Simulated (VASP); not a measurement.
# Nb (P6_3/mmc) in VASP: a series of runs

Nb is run at these levels: PBEsol; tasks: single point.

All numbers are computed with VASP 6.6.1; they aren't measurements. Logs are shortened: lines on timing, memory, paths and dates and some standing lists are left out, and cuts for length are marked.

## Step 1: The cell of the first run

It takes space group P6_3/mmc (No. 194, hexagonal). The conventional cell has a = 2.601 Å, b = 2.601 Å, c = 4.677 Å, α = 90.00°, β = 90.00°, γ = 120.00°. Within 3.4 Å of Nb (site symmetry -6m2) lie 12 Nb at 2.60 to 2.78 Å.

This isn't the form of Nb at room conditions, which is bcc.

## Step 2: Single point, PBEsol

INCAR reads:

```
ALGO = Normal ; EDIFF = 1E-7
ENCUT = 520 ; GGA = PS
ISIF = 2 ; ISMEAR = -1
LASPH = T ; LCHARG = T
LELF = T ; LREAL = F
LVHAR = T ; LWAVE = F
NBANDS = 20 ; NELM = 60
PREC = Accurate ; SIGMA = 0.05
```

KPOINTS reads:

```
k-points
0
Gamma
  17 17 9
```

POSCAR reads:

```
Nb
1.0
    2.6009904882      0.0000000000      0.0000000000
   -1.3004952441      2.2525238378      0.0000000000
    0.0000000000      0.0000000000      4.6765386349
Nb
2
Direct
    0.3333333333      0.6666666667      0.2500000000
    0.6666666667      0.3333333333      0.7500000000
```

Potentials or basis: VASP PAW PBE potentials, release 64 (Nb_sv).

On the command line:

```
$ cat potpaw_PBE.64/Nb_sv/POTCAR > POTCAR
$ mpirun -np 1 vasp_std > vasp.out
```

OUTCAR:

```text
EDIFF = 1E-7
   ENCUT = 520
   GGA = PS
   ISIF = 2
   ISMEAR = -1
   LASPH = T
   LREAL = F
   NELM = 60
   PREC = Accurate

 ion  position               nearest neighbor table
   1  0.333  0.667  0.250-   2 2.78   2 2.78   2 2.78   2 2.78   2 2.78   2 2.78
   2  0.667  0.333  0.750-   1 2.78   1 2.78   1 2.78   1 2.78   1 2.78   1 2.78

  LATTYP: Found a hexagonal cell.
 ALAT       =     2.6009904882
 C/A-ratio  =     1.7979837512

  Lattice vectors:

 A1 = (   2.6009904882,   0.0000000000,   0.0000000000)
 A2 = (  -1.3004952441,   2.2525238378,   0.0000000000)
 A3 = (   0.0000000000,   0.0000000000,   4.6765386349)

Analysis of symmetry for initial positions (statically):
=====================================================================
 Subroutine PRICEL returns:
 Original cell was already a primitive cell.

 Routine SETGRP: Setting up the symmetry group for a
 hexagonal supercell.

 Subroutine GETGRP returns: Found 24 space group operations
 (whereof 12 operations were pure point group operations)
 out of a pool of 24 trial point group operations.

The static configuration has the point symmetry D_3d.
 The point group associated with its full space group is D_6h.

Analysis of symmetry for dynamics (positions and initial velocities):
=====================================================================
 Subroutine PRICEL returns:
 Original cell was already a primitive cell.

 Routine SETGRP: Setting up the symmetry group for a
 hexagonal supercell.

 Subroutine GETGRP returns: Found 24 space group operations
 (whereof 12 operations were pure point group operations)
 out of a pool of 24 trial point group operations.

The dynamic configuration has the point symmetry D_3d.
 The point group associated with its full space group is D_6h.

 Subroutine INISYM returns: Found 24 space group operations
 (whereof 12 operations are pure point group operations),
 and found     1 'primitive' translations

----------------------------------------------------------------------------------------

                                     Primitive cell

  volume of cell :      27.3989

  direct lattice vectors                    reciprocal lattice vectors
     2.600990488  0.000000000  0.000000000     0.384468918  0.221973234  0.000000000
    -1.300495244  2.252523838  0.000000000     0.000000000  0.443946467  0.000000000
     0.000000000  0.000000000  4.676538635     0.000000000  0.000000000  0.213833367

  length of vectors
     2.600990488  2.600990488  4.676538635     0.443946467  0.443946467  0.213833367

  position of ions in fractional coordinates (direct lattice)
     0.333333333  0.666666667  0.250000000
     0.666666667  0.333333333  0.750000000

  ion indices of the primitive-cell ions
   primitive index   ion index
                 1           1
                 2           2

----------------------------------------------------------------------------------------

 KPOINTS: k-points

Automatic generation of k-mesh.
 Grid dimensions read from file:
 generate k-points for:   17   17    9

 Generating k-lattice:

  Cartesian coordinates                     Fractional coordinates (reciprocal lattice)
     0.022615819  0.013057249  0.000000000     0.058823529  0.000000000  0.000000000
     0.000000000  0.026114498  0.000000000     0.000000000  0.058823529  0.000000000
     0.000000000  0.000000000  0.023759263     0.000000000  0.000000000  0.111111111

  Length of vectors
     0.026114498  0.026114498  0.023759263

  Shift w.r.t. Gamma in fractional coordinates (k-lattice)
     0.000000000  0.000000000  0.000000000

 Subroutine IBZKPT returns following result:
 ===========================================

 Found    165 irreducible k-points:

 Following reciprocal coordinates:
            Coordinates               Weight
  0.000000  0.000000  0.000000      1.000000
  0.058824  0.000000  0.000000      6.000000
  0.117647 -0.000000  0.000000      6.000000
  0.176471  0.000000  0.000000      6.000000
  0.235294 -0.000000  0.000000      6.000000
  0.294118  0.000000  0.000000      6.000000
[... 16 lines left out ...]
  0.411765  0.117647  0.000000     12.000000
  0.176471  0.176471  0.000000      6.000000
 [... further k-points ...]
   k-points           NKPTS =    165   k-points in BZ     NKDIM =    165   number of bands    NBANDS=     20
   number of dos      NEDOS =    301   number of ions     NIONS =      2
   total plane-waves  NPLWV =  14400
   dimension x,y,z NGX =    20 NGY =   20 NGZ =   36
   dimension x,y,z NGXF=    40 NGYF=   40 NGZF=   72
   ions per type =               2
   NGX,Y,Z   is equivalent  to a cutoff of  12.78, 12.78, 12.80 a.u.
   NGXF,Y,Z  is equivalent  to a cutoff of  25.57, 25.57, 25.60 a.u.
 SYSTEM =  unknown system
   PREC   = accura    normal or accurate (medium, high low for compatibility)
   ISTART =      0    job   : 0-new  1-cont  2-samecut
   ICHARG =      2    charge: 1-file 2-atom 10-const
   ISPIN  =      1    spin polarized calculation?
   LNONCOLLINEAR =      F non collinear calculations
   LSORBIT =      F    spin-orbit coupling
   LASPH  =      T    aspherical Exc in radial PAW
   ENCUT  =  520.0 eV  38.22 Ry    6.18 a.u.   4.84  4.84  8.70*2*pi/ulx,y,z
   NELM   =     60;   NELMIN=  2; NELMDL= -5     # of ELM steps
   EDIFF  = 0.1E-06   stopping-criterion for ELM
   LREAL  =      F    real-space projection
   EDIFFG = 0.1E-05   stopping-criterion for IOM
   NSW    =      0    number of steps for IOM
   IBRION =     -1    ionic relax: 0-MD 1-quasi-New 2-CG
   NFREE  =      0    steps in history (QN), initial steepest desc. (CG)
   ISIF   =      2    stress and relaxation
   ISYM   =      2    0-nonsym 1-usesym 2-fastsym
   POTIM  = 0.5000    time-step for ionic-motion
   TEBEG  =    0.0;   TEEND  =   0.0 temperature during run
   PSTRESS=    0.0 pullay stress
   NELECT =      26.0000    total number of electrons
   NUPDOWN=      -1.0000    fix difference up-down
   EMIN   =  10.00;   EMAX   =-10.00  energy-range for DOS
   EFERMI =   0.00;   METHOD = LEGACY
   ISMEAR =    -1;   SIGMA  =   0.05  broadening in eV -4-tet -1-fermi 0-gaus
   EFERMI_NEDOS =   21; number of points for ismear=-14 and -15
   IALGO  =     38    algorithm
   IMIX   =      4    mixing-type and parameters
     AMIX     =   0.40;   BMIX     =  1.00
     AMIX_MAG =   1.60;   BMIX_MAG =  1.00
  volume/ion in A,a.u.               =      13.70        92.45
  Fermi-wavevector in a.u.,A,eV,Ry     =   1.608749  3.040095 35.212891  2.588074
  Thomas-Fermi vector in A             =   2.704569
   LORBIT       =      0    0 simple, 1 ext, 2 COOP (PROOUT), +10 PAW based schemes
   GGA     = PS    functional components
   LHFCALC =     F    Hartree Fock is set to
   AEXX    =    0.0000 exact exchange contribution
   IVDW    =     0    specifies the selected vdW correction
   LEPSILON=     F    determine dielectric tensor
   LRPA    =     F    only Hartree local field effects (RPA)
 non-spin polarized calculation
  energy-cutoff  :      520.00
  volume of cell :       27.40
 maximum number of plane-waves:       753
 NGX is ok and might be reduce to    20
   NGX =  9   NGY =  9   NGZ = 17

 number of electron      26.0000000 magnetization

 Free energy of the ion-electron system (eV)
  ---------------------------------------------------
  ext. energy  EPLUGINS =         0.00000000
  ---------------------------------------------------
  free energy    TOTEN  =       -19.59598602 eV

  energy without entropy =      -19.57955143  energy(sigma->0) =      -19.58776872

 E-fermi :  15.8434     XC(G=0): -14.1032

 val. band max:       15.8347898029   @ k =   0.2941   0.1176   0.3333
 cond. band min:      15.8459879453   @ k =   0.2941   0.0000   0.2222
 fundamental gap:      0.0111981423
 Fermi energy:        15.8433806366

 k-point     1 :       0.0000    0.0000    0.0000
  band No.  band energies     occupation
      1     -38.9017      2.00000
      2     -38.4369      2.00000
      3     -16.1367      2.00000
      4     -13.5936      2.00000
      5     -13.2886      2.00000
      6     -13.2886      2.00000
[... 12 lines left out ...]
     19      21.7043      0.00000
     20      21.7043      0.00000

 k-point     2 :       0.0588    0.0000    0.0000
  band No.  band energies     occupation
      1     -38.8792      2.00000
      2     -38.4206      2.00000
      3     -16.1030      2.00000
      4     -13.5958      2.00000
      5     -13.4032      2.00000
      6     -13.3191      2.00000
[... 12 lines left out ...]
     19      21.7942      0.00000
     20      22.3450      0.00000

 k-point     3 :       0.1176   -0.0000    0.0000
  band No.  band energies     occupation
      1     -38.8138      2.00000
      2     -38.3738      2.00000
      3     -16.0043      2.00000
      4     -13.7263      2.00000
      5     -13.6039      2.00000
      6     -13.4940      2.00000
[... 12 lines left out ...]
     19      21.9855      0.00000
     20      23.6272      0.00000

 k-point     4 :       0.1765    0.0000    0.0000
  band No.  band energies     occupation
      1     -38.7123      2.00000
      2     -38.3029      2.00000
      3     -15.8473      2.00000
      4     -14.2022      2.00000
      5     -13.9550      2.00000
      6     -13.6222      2.00000
[... 12 lines left out ...]
     19      22.1612      0.00000
     20      25.0299      0.00000

 k-point     5 :       0.2353   -0.0000    0.0000
  band No.  band energies     occupation
      1     -38.5852      2.00000
      2     -38.2181      2.00000
      3     -15.6433      2.00000
      4     -14.7550      2.00000
      5     -14.4830      2.00000
      6     -13.6699      2.00000
[... 12 lines left out ...]
     19      22.2686      0.00000
     20      26.3696      0.00000
[... 353 lines left out ...]
      6     -14.1418      2.00000
[... 12 lines left out ...]
     19      23.3685      0.00000
     20      28.6078      0.00000

 k-point    22 :       0.3529    0.1176    0.0000
  band No.  band energies     occupation
      1     -38.1746      2.00000
      2     -37.9947      2.00000
      3     -16.0388      2.00000
      4     -15.7119      2.00000
      5     -14.8778      2.00000
      6     -14.2739      2.00000
[... 12 lines left out ...]
     19      24.8665      0.00000
     20      28.8928      0.00000

 k-point    23 :       0.4118    0.1176    0.0000
  band No.  band energies     occupation
      1     -38.1133      2.00000
      2     -37.9759      2.00000
      3     -16.2051      2.00000
      4     -15.8511      2.00000
      5     -14.7316      2.00000
      6     -14.3435      2.00000
[... 12 lines left out ...]
     19      25.8632      0.00000
     20      28.1877      0.00000

 k-point    24 :       0.1765    0.1765    0.0000
  band No.  band energies     occupation
      1     -38.4158      2.00000
      2     -38.1132      2.00000
      3     -15.3546      2.00000
      4     -15.1175      2.00000
      5     -15.1075      2.00000
      6     -13.9694      2.00000
[... 12 lines left out ...]
     19      21.7748      0.00000
     20      28.5614      0.00000

 [... further k-points ...]

------------------------ aborting loop because EDIFF is reached ----------------------------------------

  FORCE on cell =-STRESS in cart. coord.  units (eV):
  Direction    XX          YY          ZZ          XY          YZ          ZX
  --------------------------------------------------------------------------------------
  -------------------------------------------------------------------------------------
  Total       13.2975853     13.2975853     13.2433759      0.0000000      0.0000000      0.0000000
  in kB      777.5900271    777.5900271    774.4200727      0.0000000      0.0000000      0.0000000
  external PRESSURE =     776.5333756 kB  Pullay stress =       0.0000000 kB

 VOLUME and BASIS-vectors are now :
 -----------------------------------------------------------------------------
  energy-cutoff  :      520.00
  volume of cell :       27.40
      direct lattice vectors                 reciprocal lattice vectors
     2.600990488  0.000000000  0.000000000     0.384468918  0.221973234  0.000000000
    -1.300495244  2.252523838  0.000000000     0.000000000  0.443946467  0.000000000
     0.000000000  0.000000000  4.676538635     0.000000000  0.000000000  0.213833367

 POSITION                                       TOTAL-FORCE (eV/Angst)
 -----------------------------------------------------------------------------------
     -0.00000      1.50168      1.16913        -0.000000     -0.000000      0.000000
      1.30050      0.75084      3.50740         0.000000      0.000000      0.000000
 -----------------------------------------------------------------------------------
    total drift:                                0.000000     -0.000000      0.000000

  FREE ENERGIE OF THE ION-ELECTRON SYSTEM (eV)
  ---------------------------------------------------
  free  energy   TOTEN  =       -19.5959860191 eV

  energy  without entropy=      -19.5795514269  energy(sigma->0) =      -19.58776872
```

Run time: 83 s. Hardware: 1 thread of Intel Xeon 8259CL, shared host; peak memory 0.19 GiB.

Results:

```
Free energy            : -19.5960 eV
Pressure               : 77.7 GPa
Band gap on the k mesh : zero (bands 13 and 14 overlap by 3.32 eV)
```

Stress tensor (GPa, compression positive):
```
77.76  0.00  0.00
 0.00 77.76  0.00
 0.00  0.00 77.44
```

Levels at points of the mesh, in eV from the Fermi level:
```csv
k point,band 10,band 11,band 12,band 13,band 14,band 15,band 16,band 17
"(0.00, 0.00, 0.00)",-4.93,-1.64,-0.04,-0.04,0.70,0.70,2.03,3.12
```

Caveat: the cell stands under pressure; the PAW data sets were made with another functional, which shifts forces and pressure a little.

## Step 3: Single point, PBEsol (13.70 Å³/atom)

INCAR reads:

```
SYSTEM = Nb
PREC = Accurate
ENCUT = 520
EDIFF = 1E-7
ISMEAR = -1
SIGMA = 0.05
LREAL = .False.
LASPH = .True.
NELM = 60
ALGO = Normal
ISIF = 2
LWAVE = .False.
LCHARG = .False.
GGA = PS
NBANDS = 20
```

KPOINTS reads:

```
regular mesh
0
Gamma
  17 17 9
  0 0 0
```

POSCAR is that of step 2.

Potentials or basis: VASP PAW PBE potentials, release 64 (Nb_sv).

On the command line:

```
$ cat potpaw_PBE.64/Nb_sv/POTCAR > POTCAR
$ mpirun -np 1 vasp_std > vasp.out
```

It took 78 s on 1 thread of Intel Xeon 8259CL, shared host; peak memory 0.19 GiB.

Results (log left out):

```
Free energy            : -19.5960 eV
Pressure               : 77.7 GPa
Band gap on the k mesh : zero (bands 13 and 14 overlap by 3.32 eV)
```

Stress tensor (GPa, compression positive):
```
77.76  0.00  0.00
 0.00 77.76  0.00
 0.00  0.00 77.44
```

Levels at points of the mesh, in eV from the Fermi level:
```
           k point  band 10  band 11  band 12  band 13  band 14  band 15  band 16  band 17
(0.00, 0.00, 0.00)    -4.93    -1.64    -0.04    -0.04     0.70     0.70     2.03     3.12
```

Caveat: the cell stands under pressure; the PAW data sets were made with another functional, which shifts forces and pressure a little.

## Step 4: Single point, PBEsol

This run uses another cell than the first one, of 15.14 Å³/atom.

INCAR reads:

```
ALGO     = Normal         # electronic algorithm
EDIFF    = 1E-6           # SCF threshold, eV
ENCUT    = 520            # plane-wave cutoff, eV
GGA      = PS             # functional
ISIF     = 2              # what is computed and relaxed
ISMEAR   = -1             # smearing method
LASPH    = T              # aspherical terms in the spheres
LCHARG   = T              # write CHGCAR
LELF     = T              # ELF
LREAL    = F              # projectors in reciprocal space
LVHAR    = T            
LWAVE    = F              # write WAVECAR
NBANDS   = 20             # bands
NELM     = 60             # most SCF steps
PREC     = Accurate       # precision mode
SIGMA    = 0.05           # smearing width, eV
```

KPOINTS reads:

```
k-points
0
Gamma
  17 17 9
```

POSCAR reads:

```
Nb
1.0
    2.6847016312      0.0000000000      0.0000000000
   -1.3423508156      2.3250198142      0.0000000000
    0.0000000000      0.0000000000      4.8514961939
Nb
2
Direct
    0.3333333333      0.6666666667      0.2500000000
    0.6666666667      0.3333333333      0.7500000000
```

On the command line:

```
$ cat potpaw_PBE.64/Nb_sv/POTCAR > POTCAR
$ mpirun -np 1 vasp_std > vasp.out
```

Run time: 71 s. Hardware: 1 thread of Intel Xeon 8259CL, shared host; peak memory 0.2 GiB.

It converged, with:

```
Free energy            : -20.6469 eV
Pressure               : 41.2 GPa
Band gap on the k mesh : zero (bands 13 and 14 overlap by 3.08 eV)
```

Stress tensor (GPa, compression positive):
```
41.20  0.00  0.00
 0.00 41.20  0.00
 0.00  0.00 41.07
```

Levels at points of the mesh, in eV from the Fermi level:
```
           k point  band 11  band 12  band 13  band 14  band 15  band 16
(0.00, 0.00, 0.00)    -1.36     0.14     0.14     0.77     0.77     1.37
```

Caveat: the cell stands under pressure; the PAW data sets were made with another functional, which shifts forces and pressure a little.
